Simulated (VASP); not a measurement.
A run of VASP 6.6.1 is set up as follows.

INCAR

```
SYSTEM = ZrTi3C4
PREC = Accurate ; ENCUT = 520
EDIFF = 1E-6 ; ISMEAR = 0
SIGMA = 0.1 ; LREAL = .False.
LASPH = .True. ; NELM = 100
ALGO = Normal ; ISIF = 2
LWAVE = .False. ; LCHARG = .False.
GGA = PE ; NBANDS = 42
```

The input KPOINTS:

```
Automatic mesh
0
Gamma
  12 8 6
  0 0 0
```

File POSCAR:

```
ZrTi3C4
1.0
    3.1379051000      0.0000000000      0.0000000000
    0.0000000000      4.4470501000      0.0000000000
    0.0000000000      0.0000000000      6.2747391000
Zr Ti C
1 3 4
Direct
    0.5000000000      0.5000000000      0.5000000000
    0.0000000000      0.0000000000      0.2441250000
    0.0000000000      0.0000000000      0.7558750000
    0.5000000000      0.5000000000      0.0000000000
    0.0000000000      0.5000000000      0.7628410000
    0.5000000000      0.0000000000      0.0000000000
    0.0000000000      0.5000000000      0.2371590000
    0.5000000000      0.0000000000      0.5000000000
```

Potentials or basis: VASP PAW PBE potentials, release 64 (Zr_sv, Ti_sv, C).

Command:

```bash
$ cat potpaw_PBE.64/Zr_sv/POTCAR potpaw_PBE.64/Ti_sv/POTCAR potpaw_PBE.64/C/POTCAR > POTCAR
$ mpirun -np 1 vasp_std > vasp.out
```

(1) What does it give for the band gap on the k mesh?

(2) What does it give for the pressure?

## Answers

(1) zero (bands 32 and 33 overlap by 1.09 eV).

(2) 0.2 GPa.
